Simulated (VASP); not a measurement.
# Ti (P6_3/mmc) in VASP: notebook

Ti is run at these levels: PBE; tasks: single point.

Everything below comes from runs of VASP 6.6.1. Logs are shortened: lines on timing, memory, paths and dates and some standing lists are left out, and cuts for length are marked.

## (1) The cell of the first run

It takes space group P6_3/mmc (No. 194, hexagonal). Conventional cell: a = 3.056 Å, b = 3.056 Å, c = 4.651 Å, α = 90.00°, β = 90.00°, γ = 120.00°. Ti (site symmetry -6m2) has 12 Ti at 2.92 to 3.06 Å within 3.8 Å.

## (2) Single point, PBE (strain +0.040 along x and y, +0.000 along z)

Contents of INCAR:

```
SYSTEM = Ti
  PREC = Accurate
  ENCUT = 520
  EDIFF = 1E-7
  ISMEAR = 0
  SIGMA = 0.15
  LREAL = .False.
  LASPH = .True.
  NELM = 100
  ALGO = Fast
  ISIF = 2
  LWAVE = .False.
  LCHARG = .False.
  GGA = PE
  NBANDS = 19
```

Contents of KPOINTS:

```
regular mesh
0
Gamma
  24 24 14
  0 0 0
```

Contents of POSCAR:

```
Ti
1.0
    3.0559963837      0.0000000000      0.0000000000
   -1.5279981918      2.6465705022      0.0000000000
    0.0000000000      0.0000000000      4.6506340146
Ti
2
Direct
    0.3333333333      0.6666666667      0.2500000000
    0.6666666667      0.3333333333      0.7500000000
```

Potentials or basis: VASP PAW PBE potentials, release 64 (Ti_sv).

On the command line:

```
cat potpaw_PBE.64/Ti_sv/POTCAR > POTCAR
mpirun -np 1 vasp_std > vasp.out
```

OUTCAR:

```text
SYSTEM = Ti
   PREC = Accurate
   ENCUT = 520
   EDIFF = 1E-7
   ISMEAR = 0
   LREAL = .False.
   LASPH = .True.
   NELM = 100
   ISIF = 2
   GGA = PE

 ion  position               nearest neighbor table
   1  0.333  0.667  0.250-   2 2.92   2 2.92   2 2.92   2 2.92   2 2.92   2 2.92
   2  0.667  0.333  0.750-   1 2.92   1 2.92   1 2.92   1 2.92   1 2.92   1 2.92

  LATTYP: Found a hexagonal cell.
 ALAT       =     3.0559963837
 C/A-ratio  =     1.5218061250

  Lattice vectors:

 A1 = (   3.0559963837,   0.0000000000,   0.0000000000)
 A2 = (  -1.5279981918,   2.6465705022,   0.0000000000)
 A3 = (   0.0000000000,   0.0000000000,   4.6506340146)

Analysis of symmetry for initial positions (statically):
=====================================================================
 Subroutine PRICEL returns:
 Original cell was already a primitive cell.

 Routine SETGRP: Setting up the symmetry group for a
 hexagonal supercell.

 Subroutine GETGRP returns: Found 24 space group operations
 (whereof 12 operations were pure point group operations)
 out of a pool of 24 trial point group operations.

The static configuration has the point symmetry D_3d.
 The point group associated with its full space group is D_6h.

Analysis of symmetry for dynamics (positions and initial velocities):
=====================================================================
 Subroutine PRICEL returns:
 Original cell was already a primitive cell.

 Routine SETGRP: Setting up the symmetry group for a
 hexagonal supercell.

 Subroutine GETGRP returns: Found 24 space group operations
 (whereof 12 operations were pure point group operations)
 out of a pool of 24 trial point group operations.

The dynamic configuration has the point symmetry D_3d.
 The point group associated with its full space group is D_6h.

 Subroutine INISYM returns: Found 24 space group operations
 (whereof 12 operations are pure point group operations),
 and found     1 'primitive' translations

----------------------------------------------------------------------------------------

                                     Primitive cell

  volume of cell :      37.6139

  direct lattice vectors                    reciprocal lattice vectors
     3.055996384  0.000000000  0.000000000     0.327225518  0.188923741  0.000000000
    -1.527998192  2.646570502  0.000000000     0.000000000  0.377847482  0.000000000
     0.000000000  0.000000000  4.650634015     0.000000000  0.000000000  0.215024445

[... 82 lines left out ...]
   NELM   =    100;   NELMIN=  2; NELMDL= -5     # of ELM steps
   EDIFF  = 0.1E-06   stopping-criterion for ELM
   LREAL  =      F    real-space projection
   EDIFFG = 0.1E-05   stopping-criterion for IOM
   NSW    =      0    number of steps for IOM
   IBRION =     -1    ionic relax: 0-MD 1-quasi-New 2-CG
   NFREE  =      0    steps in history (QN), initial steepest desc. (CG)
   ISIF   =      2    stress and relaxation
   ISYM   =      2    0-nonsym 1-usesym 2-fastsym
   POTIM  = 0.5000    time-step for ionic-motion
   TEBEG  =    0.0;   TEEND  =   0.0 temperature during run
   PSTRESS=    0.0 pullay stress
   NELECT =      24.0000    total number of electrons
   NUPDOWN=      -1.0000    fix difference up-down
   EMIN   =  10.00;   EMAX   =-10.00  energy-range for DOS
   EFERMI =   0.00;   METHOD = LEGACY
   ISMEAR =     0;   SIGMA  =   0.15  broadening in eV -4-tet -1-fermi 0-gaus
   EFERMI_NEDOS =   21; number of points for ismear=-14 and -15
   IALGO  =     68    algorithm
   IMIX   =      4    mixing-type and parameters
     AMIX     =   0.40;   BMIX     =  1.00
     AMIX_MAG =   1.60;   BMIX_MAG =  1.00
  volume/ion in A,a.u.               =      18.81       126.92
  Fermi-wavevector in a.u.,A,eV,Ry     =   1.409383  2.663348 27.026082  1.986361
  Thomas-Fermi vector in A             =   2.531445
   LORBIT       =      0    0 simple, 1 ext, 2 COOP (PROOUT), +10 PAW based schemes
   GGA     = PE    functional components
   LHFCALC =     F    Hartree Fock is set to
   AEXX    =    0.0000 exact exchange contribution
   IVDW    =     0    specifies the selected vdW correction
   LEPSILON=     F    determine dielectric tensor
   LRPA    =     F    only Hartree local field effects (RPA)
 non-spin polarized calculation
 RMM-DIIS sequential band-by-band and
 Gauss-broadening in eV      SIGMA  =   0.15
  energy-cutoff  :      520.00
  volume of cell :       37.61
 maximum number of plane-waves:      1037
 NGX is ok and might be reduce to    24
   NGX = 11   NGY = 11   NGZ = 17

 number of electron      23.9999995 magnetization

 Free energy of the ion-electron system (eV)
  ---------------------------------------------------
  ext. energy  EPLUGINS =         0.00000000
  ---------------------------------------------------
  free energy    TOTEN  =       -15.59946275 eV

  energy without entropy =      -15.57392608  energy(sigma->0) =      -15.58669441

 E-fermi :   7.5274     XC(G=0): -11.1260

 val. band max:        7.5237603167   @ k =   0.3333   0.2500   0.2857
 cond. band min:       7.5298681952   @ k =   0.2500   0.2083   0.4286
 fundamental gap:      0.0061078785
 Fermi energy:         7.5273961510

 k-point     1 :       0.0000    0.0000    0.0000
  band No.  band energies     occupation
      1     -49.4867      2.00000
      2     -49.3727      2.00000
      3     -26.0168      2.00000
      4     -25.5126      2.00000
      5     -25.5126      2.00000
      6     -25.4268      2.00000
[... 505 lines left out ...]
      6     -25.6190      2.00000
[... 11 lines left out ...]
     18      10.8048      0.00000
     19      11.3512      0.00000

 [... further k-points ...]

------------------------ aborting loop because EDIFF is reached ----------------------------------------

  FORCE on cell =-STRESS in cart. coord.  units (eV):
  Direction    XX          YY          ZZ          XY          YZ          ZX
  --------------------------------------------------------------------------------------
  -------------------------------------------------------------------------------------
  Total       -2.0715400     -2.0715400     -1.2419190     -0.0000000     -0.0000000      0.0000000
  in kB      -88.2379570    -88.2379570    -52.8999660     -0.0000000     -0.0000000      0.0000000
  external PRESSURE =     -76.4586267 kB  Pullay stress =       0.0000000 kB

 VOLUME and BASIS-vectors are now :
 -----------------------------------------------------------------------------
  energy-cutoff  :      520.00
  volume of cell :       37.61
      direct lattice vectors                 reciprocal lattice vectors
     3.055996384  0.000000000  0.000000000     0.327225518  0.188923741  0.000000000
    -1.527998192  2.646570502  0.000000000     0.000000000  0.377847482  0.000000000
     0.000000000  0.000000000  4.650634015     0.000000000  0.000000000  0.215024445

 POSITION                                       TOTAL-FORCE (eV/Angst)
 -----------------------------------------------------------------------------------
     -0.00000      1.76438      1.16266         0.000000     -0.000000      0.000000
      1.52800      0.88219      3.48798        -0.000000      0.000000      0.000000
 -----------------------------------------------------------------------------------
    total drift:                               -0.000000      0.000000     -0.000000

  FREE ENERGIE OF THE ION-ELECTRON SYSTEM (eV)
  ---------------------------------------------------
  free  energy   TOTEN  =       -15.5994627473 eV

  energy  without entropy=      -15.5739260770  energy(sigma->0) =      -15.58669441
```

stdout:

```text
POSCAR found type information on POSCAR Ti
 POSCAR found :  1 types and       2 ions
[... 61 lines left out ...]
 num prob  num prob  num prob  num prob  num prob  num prob WARNING in EDDRMM: call to ZHEGV failed, returncode =   6  3     12
 num prob  num prob  num prob  num prob  num prob  num prob  num prob  num prob  num prob  num prob  num prob  num prob  num prob  num prob  num prob WARNING in EDDRMM: call to ZHEGV failed, returncode =   6  3     15
 num prob  num prob  num prob  num prob  num prob  num prob  num prob  num prob  num prob  num prob RMM:  36    -0.155994616428E+02   -0.24485E-06   -0.44191E-06 25195   0.106E-02    0.775E-03
 num prob  num prob  num prob  num prob  num prob WARNING in EDDRMM
```

Wall time 24 min (1 thread of Intel Xeon 8259CL, shared host); peak memory 0.39 GiB.

Results:

```yaml
Free_energy: -15.5995 eV
Pressure: -7.6 GPa
Band_gap_on_the_k_mesh: zero (bands 12 and 13 overlap by 1.06 eV)
```

Levels at points of the mesh, in eV from the Fermi level:
```
           k point  band 8  band 9  band 10  band 11  band 12  band 13  band 14  band 15  band 16  band 17
(0.00, 0.00, 0.00)  -32.94   -6.02    -2.47     0.67     0.67     0.93     1.04     1.18     1.18     1.30
(0.50, 0.00, 0.00)  -32.99   -2.30    -1.96    -1.61    -0.83     0.28     0.68     1.21     2.88     3.13
(0.00, 0.00, 0.50)  -32.99   -4.17    -4.17     0.22     0.22     0.53     0.53     0.53     0.53     2.54
(0.50, 0.00, 0.50)  -33.07   -2.34    -2.34    -0.67    -0.67     1.11     1.11     1.47     1.47     3.03
```

Caveat: the cell differs from its parent crystal (strain +0.040 along x and y, +0.000 along z); the cell stands under tension.

[end of part 1 of 2]
